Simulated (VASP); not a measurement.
# Ti (Amm2) in VASP: further runs, part 3 of 3

VASP 6.6.1.

### Step 5. Single point, PBE

This run uses another cell than the first one, of 16.30 Å³/atom, 0.905 times its volume.

Input file INCAR:

```
SYSTEM = Ti
PREC     = Accurate       ! precision mode
ENCUT    = 500            ! plane-wave cutoff, eV
EDIFF    = 1E-6           ! SCF threshold, eV
ISMEAR   = 0              ! smearing method
SIGMA    = 0.15           ! smearing width, eV
LREAL    = .False.        ! projectors in reciprocal space
LASPH    = .True.         ! aspherical terms in the spheres
NELM     = 120            ! most SCF steps
ALGO     = Normal         ! electronic algorithm
ISIF     = 2              ! what is computed and relaxed
LWAVE    = .False.        ! write WAVECAR
LCHARG   = .False.        ! write CHGCAR
GGA      = PE             ! functional
NBANDS   = 25             ! bands
GGA_COMPAT= .False.
```

Input file KPOINTS:

```
regular mesh
0
Gamma
  12 12 14
  0 0 0
```

Input file POSCAR:

```
Ti
1.0
    4.5026278307      0.0000000000      0.0000000000
   -2.2513139154      3.8993900852      0.0000000000
    0.0000000000      0.0000000000      2.7844711468
Ti
3
Direct
   -0.0190008318     -0.0380016635      0.0000000000
    0.3428337492      0.6856674984      0.5000000000
    0.6761670825      0.3523341651      0.5000000000
```

Potentials or basis: VASP PAW PBE potentials, release 64 (Ti_sv).

Started as:

```
> cat potpaw_PBE.64/Ti_sv/POTCAR > POTCAR
> mpirun -np 1 vasp_std > vasp.out
```

OUTCAR:

```text
SYSTEM = Ti
   PREC = Accurate
   ENCUT = 500
   EDIFF = 1E-6
   ISMEAR = 0
   LREAL = .False.
   LASPH = .True.
   NELM = 120
   ISIF = 2
   GGA = PE

 ion  position               nearest neighbor table
   1  0.981  0.962  0.000-   3 2.75   3 2.75   2 2.86   2 2.86   2 2.86   2 2.86
   2  0.343  0.686  0.500-   3 2.60   3 2.60   3 2.60   1 2.86   1 2.86   1 2.86   1 2.86
   3  0.676  0.352  0.500-   2 2.60   2 2.60   2 2.60   1 2.75   1 2.75

  LATTYP: Found a hexagonal cell.
 ALAT       =     4.5026278307
 C/A-ratio  =     0.6184102376

  Lattice vectors:

 A1 = (   4.5026278307,   0.0000000000,   0.0000000000)
 A2 = (  -2.2513139154,   3.8993900852,   0.0000000000)
 A3 = (   0.0000000000,   0.0000000000,   2.7844711468)

Analysis of symmetry for initial positions (statically):
=====================================================================
 Subroutine PRICEL returns:
 Original cell was already a primitive cell.

 Routine SETGRP: Setting up the symmetry group for a
 hexagonal supercell.

 Subroutine GETGRP returns: Found  4 space group operations
 (whereof  4 operations were pure point group operations)
 out of a pool of 24 trial point group operations.

The static configuration has the point symmetry C_2v.

Analysis of symmetry for dynamics (positions and initial velocities):
=====================================================================
 Subroutine PRICEL returns:
 Original cell was already a primitive cell.

 Routine SETGRP: Setting up the symmetry group for a
 hexagonal supercell.

 Subroutine GETGRP returns: Found  4 space group operations
 (whereof  4 operations were pure point group operations)
 out of a pool of 24 trial point group operations.

The dynamic configuration has the point symmetry C_2v.

 Subroutine INISYM returns: Found  4 space group operations
 (whereof  4 operations are pure point group operations),
 and found     1 'primitive' translations

----------------------------------------------------------------------------------------

                                     Primitive cell

  volume of cell :      48.8884

  direct lattice vectors                    reciprocal lattice vectors
     4.502627831  0.000000000  0.000000000     0.222092529  0.128225181  0.000000000
    -2.251313915  3.899390085  0.000000000     0.000000000  0.256450362  0.000000000
     0.000000000  0.000000000  2.784471147     0.000000000  0.000000000  0.359134625

  length of vectors
     4.502627831  4.502627831  2.784471147     0.256450362  0.256450362  0.359134625

  position of ions in fractional coordinates (direct lattice)
     0.980999168  0.961998337  0.000000000
     0.342833749  0.685667498  0.500000000
     0.676167083  0.352334165  0.500000000

  ion indices of the primitive-cell ions
   primitive index   ion index
                 1           1
                 2           2
                 3           3

----------------------------------------------------------------------------------------

 KPOINTS: regular mesh

Automatic generation of k-mesh.
 Grid dimensions read from file:
 generate k-points for:   12   12   14

 Generating k-lattice:

  Cartesian coordinates                     Fractional coordinates (reciprocal lattice)
     0.018507711  0.010685432  0.000000000     0.083333333  0.000000000  0.000000000
     0.000000000  0.021370864  0.000000000     0.000000000  0.083333333  0.000000000
     0.000000000  0.000000000  0.025652473     0.000000000  0.000000000  0.071428571

  Length of vectors
     0.021370864  0.021370864  0.025652473

  Shift w.r.t. Gamma in fractional coordinates (k-lattice)
     0.000000000  0.000000000  0.000000000

 Subroutine IBZKPT returns following result:
 ===========================================

 Found    344 irreducible k-points:

 Following reciprocal coordinates:
            Coordinates               Weight
  0.000000  0.000000  0.000000      1.000000
  0.083333 -0.000000  0.000000      4.000000
  0.000000  0.083333  0.000000      2.000000
  0.166667 -0.000000  0.000000      4.000000
  0.000000  0.166667  0.000000      2.000000
  0.250000  0.000000  0.000000      4.000000
[... 16 lines left out ...]
 -0.083333  0.416667  0.000000      4.000000
 -0.416667  0.333333  0.000000      4.000000
 [... further k-points ...]
   k-points           NKPTS =    344   k-points in BZ     NKDIM =    344   number of bands    NBANDS=     25
   number of dos      NEDOS =    301   number of ions     NIONS =      3
   total plane-waves  NPLWV =  25920
   dimension x,y,z NGX =    36 NGY =   36 NGZ =   20
   dimension x,y,z NGXF=    72 NGYF=   72 NGZF=   40
   ions per type =               3
   NGX,Y,Z   is equivalent  to a cutoff of  13.29, 13.29, 11.94 a.u.
   NGXF,Y,Z  is equivalent  to a cutoff of  26.58, 26.58, 23.88 a.u.
 SYSTEM =  Ti
   PREC   = accura    normal or accurate (medium, high low for compatibility)
   ISTART =      0    job   : 0-new  1-cont  2-samecut
   ICHARG =      2    charge: 1-file 2-atom 10-const
   ISPIN  =      1    spin polarized calculation?
   LNONCOLLINEAR =      F non collinear calculations
   LSORBIT =      F    spin-orbit coupling
   LASPH  =      T    aspherical Exc in radial PAW
   ENCUT  =  500.0 eV  36.75 Ry    6.06 a.u.   8.21  8.21  5.08*2*pi/ulx,y,z
   NELM   =    120;   NELMIN=  2; NELMDL= -5     # of ELM steps
   EDIFF  = 0.1E-05   stopping-criterion for ELM
   LREAL  =      F    real-space projection
   EDIFFG = 0.1E-04   stopping-criterion for IOM
   NSW    =      0    number of steps for IOM
   IBRION =     -1    ionic relax: 0-MD 1-quasi-New 2-CG
   NFREE  =      0    steps in history (QN), initial steepest desc. (CG)
   ISIF   =      2    stress and relaxation
   ISYM   =      2    0-nonsym 1-usesym 2-fastsym
   POTIM  = 0.5000    time-step for ionic-motion
   TEBEG  =    0.0;   TEEND  =   0.0 temperature during run
   PSTRESS=    0.0 pullay stress
   NELECT =      36.0000    total number of electrons
   NUPDOWN=      -1.0000    fix difference up-down
   EMIN   =  10.00;   EMAX   =-10.00  energy-range for DOS
   EFERMI =   0.00;   METHOD = LEGACY
   ISMEAR =     0;   SIGMA  =   0.15  broadening in eV -4-tet -1-fermi 0-gaus
   EFERMI_NEDOS =   21; number of points for ismear=-14 and -15
   IALGO  =     38    algorithm
   IMIX   =      4    mixing-type and parameters
     AMIX     =   0.40;   BMIX     =  1.00
     AMIX_MAG =   1.60;   BMIX_MAG =  1.00
  volume/ion in A,a.u.               =      16.30       109.97
  Fermi-wavevector in a.u.,A,eV,Ry     =   1.478338  2.793654 29.735319  2.185484
  Thomas-Fermi vector in A             =   2.592632
   LORBIT       =      0    0 simple, 1 ext, 2 COOP (PROOUT), +10 PAW based schemes
   GGA     = PE    functional components
   LHFCALC =     F    Hartree Fock is set to
   AEXX    =    0.0000 exact exchange contribution
   IVDW    =     0    specifies the selected vdW correction
   LEPSILON=     F    determine dielectric tensor
   LRPA    =     F    only Hartree local field effects (RPA)
 non-spin polarized calculation
 Gauss-broadening in eV      SIGMA  =   0.15
  energy-cutoff  :      500.00
  volume of cell :       48.89
 maximum number of plane-waves:      1266
 NGX is ok and might be reduce to    36

 number of electron      35.9999989 magnetization

 Free energy of the ion-electron system (eV)
  ---------------------------------------------------
  ext. energy  EPLUGINS =         0.00000000
  ---------------------------------------------------
  free energy    TOTEN  =       -23.38631688 eV

  energy without entropy =      -23.35744326  energy(sigma->0) =      -23.37188007

 E-fermi :   8.8963     XC(G=0): -11.7875

 val. band max:        8.8958925306   @ k =   0.2500   0.0833   0.0714
 cond. band min:       8.8964586876   @ k =   0.0000   0.5000   0.1429
 fundamental gap:      0.0005661570
 Fermi energy:         8.8962802359

 k-point     1 :       0.0000    0.0000    0.0000
  band No.  band energies     occupation
      1     -47.8468      2.00000
      2     -47.6239      2.00000
      3     -47.4484      2.00000
      4     -24.2731      2.00000
      5     -24.2630      2.00000
      6     -24.0680      2.00000
[... 17 lines left out ...]
     24      10.5180      0.00000
     25      11.1843      0.00000
[... 621 lines left out ...]
      3     -47.5040      2.00000
      4     -24.4133      2.00000
      5     -24.2058      2.00000
      6     -24.0020      2.00000
[... 17 lines left out ...]
     24      11.4267      0.00000
     25      11.5179      0.00000

 [... further k-points ...]

------------------------ aborting loop because EDIFF is reached ----------------------------------------

  FORCE on cell =-STRESS in cart. coord.  units (eV):
  Direction    XX          YY          ZZ          XY          YZ          ZX
  --------------------------------------------------------------------------------------
  -------------------------------------------------------------------------------------
  Total        2.1541339      2.5884164      1.9358421     -0.0000000      0.0000000      0.0000000
  in kB       70.5956308     84.8280075     63.4417346     -0.0000000      0.0000000      0.0000000
  external PRESSURE =      72.9551243 kB  Pullay stress =       0.0000000 kB

 VOLUME and BASIS-vectors are now :
 -----------------------------------------------------------------------------
  energy-cutoff  :      500.00
  volume of cell :       48.89
      direct lattice vectors                 reciprocal lattice vectors
     4.502627831  0.000000000  0.000000000     0.222092529  0.128225181  0.000000000
    -2.251313915  3.899390085  0.000000000     0.000000000  0.256450362  0.000000000
     0.000000000  0.000000000  2.784471147     0.000000000  0.000000000  0.359134625

 POSITION                                       TOTAL-FORCE (eV/Angst)
 -----------------------------------------------------------------------------------
      2.25131      3.75121      0.00000        -0.000000      1.098574      0.000000
     -0.00000      2.67369      1.39224         0.000000     -0.363357      0.000000
      2.25131      1.37389      1.39224         0.000000     -0.735217      0.000000
 -----------------------------------------------------------------------------------
    total drift:                                0.000000      0.000175      0.000000

  FREE ENERGIE OF THE ION-ELECTRON SYSTEM (eV)
  ---------------------------------------------------
  free  energy   TOTEN  =       -23.3863168770 eV

  energy  without entropy=      -23.3574432643  energy(sigma->0) =      -23.37188007
```

It took 2.7 min on 1 thread of Intel Xeon 6975P-C (Granite Rapids), shared host; peak memory 0.39 GiB.

What came out:

| Quantity | Value |
| --- | --- |
| Free energy | -23.3863 eV |
| Pressure | 7.3 GPa |
| Largest force | 1.099 eV/Å |
| Band gap on the k mesh | zero (band 18 reaches 9.17 eV, above the bottom of band 19 at 8.78 eV) |

Forces in eV/Å, atoms in the order of the input:
```
Ti   0.000  1.099  0.000
Ti   0.000 -0.363  0.000
Ti   0.000 -0.735  0.000
```

Levels at points of the mesh, in eV from the Fermi level:
```csv
k point,band 14,band 15,band 16,band 17,band 18,band 19,band 20,band 21,band 22,band 23
"(0.00, 0.00, 0.00)",-2.14,-0.83,-0.81,-0.55,-0.54,0.03,0.86,1.36,1.48,1.60
"(0.50, 0.00, 0.00)",-3.57,-2.74,-0.77,-0.41,-0.28,0.17,0.64,1.03,1.26,1.99
"(0.00, 0.50, 0.00)",-3.55,-2.71,-0.75,-0.68,-0.18,0.42,0.65,1.03,1.30,1.83
"(0.00, 0.00, 0.50)",-2.22,-2.20,-1.71,-1.68,-1.67,1.10,1.12,1.31,1.32,3.07
"(0.50, 0.00, 0.50)",-2.20,-1.84,-1.34,-0.72,-0.58,0.37,0.97,1.04,1.21,2.35
"(0.00, 0.50, 0.50)",-2.18,-1.85,-1.20,-0.72,-0.61,0.50,0.86,1.00,1.00,2.41
```

Caveat: forces of over 1 eV/Å act on the atoms, so gaps and moduli don't describe the material at rest.

### Step 6. Overview

| cell | gap on the mesh (eV) | pressure (GPa) | largest force (eV/Å) |
| --- | --- | --- | --- |
| a = 4.656, b = 4.656, c = 2.879 Å, angles 90.0, 90.0, 120.0°, 3 atoms | none | -4.1 | 0.70 |
| a = 4.694, b = 4.694, c = 2.903 Å, angles 90.0, 90.0, 120.0°, 3 atoms | none | -4.9 | 1.24 |
| a = 4.503, b = 4.503, c = 2.784 Å, angles 90.0, 90.0, 120.0°, 3 atoms | none | 7.3 | 1.10 |

Some of these runs hold the atoms at other places in the same cell, which the table doesn't show; runs alike in all that it shows share one row.

Alike in all rows: task single point; level PBE; potentials or basis VASP PAW PBE potentials, release 64 (Ti_sv); no spin polarisation; k mesh 12 × 12 × 14; cutoff (eV) 500; smearing gaussian 0.15 eV.

Caveats: forces of over 1 eV/Å act on the atoms, so gaps and moduli don't describe the material at rest (some runs).

Total energies depend on the potentials used, so only differences within one code and one set of settings carry meaning.
